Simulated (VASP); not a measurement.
A run of VASP 6.6.1 is set up as follows.

Contents of INCAR:

```
PREC = Accurate
ENCUT = 520
EDIFF = 1E-7
ISMEAR = 0
SIGMA = 0.05
LREAL = F
LASPH = T
NELM = 60
ALGO = Normal
ISIF = 2
LWAVE = F
LCHARG = F
GGA = CA
NBANDS = 35
```

File KPOINTS:

```
Automatic mesh
0
Gamma
  12 12 4
```

Contents of POSCAR:

```
WS2
1.0
    3.1541676745      0.0000000000      0.0000000000
   -1.5770838372      2.7315893339      0.0000000000
    0.0000000000      0.0000000000     12.2592083320
W S
2 4
Direct
    0.3333333333      0.6666666667      0.2500000000
    0.6666666667      0.3333333333      0.7500000000
    0.3333333333      0.6666666667      0.6351502730
    0.6666666667      0.3333333333      0.1351502730
    0.3333333333      0.6666666667      0.8648497270
    0.6666666667      0.3333333333      0.3648497270
```

Potentials or basis: VASP PAW LDA potentials, release 64 (W_sv, S).

Command:

```sh
$ cat potpaw_LDA.64/W_sv/POTCAR potpaw_LDA.64/S/POTCAR > POTCAR
$ mpirun -np 1 vasp_std > vasp.out
```

Task: Estimate the largest force.

Result: 3.654 eV/Å.

Task: Estimate the band gap on the k mesh.

Result: Zero (bands 26 and 27 overlap by 0.04 eV).

Task: Predict the pressure.

Result: 17.1 GPa.

Stress tensor (GPa, compression positive):
```
10.77  0.00  0.00
 0.00 10.77  0.00
 0.00  0.00 29.90
```

Caveat: the cell differs from its parent crystal (atoms shifted along a free coordinate); the cell stands under pressure; spin-orbit coupling is left out, which moves the levels of the heavy elements; forces of over 1 eV/Å act on the atoms, so gaps and moduli don't describe the material at rest.
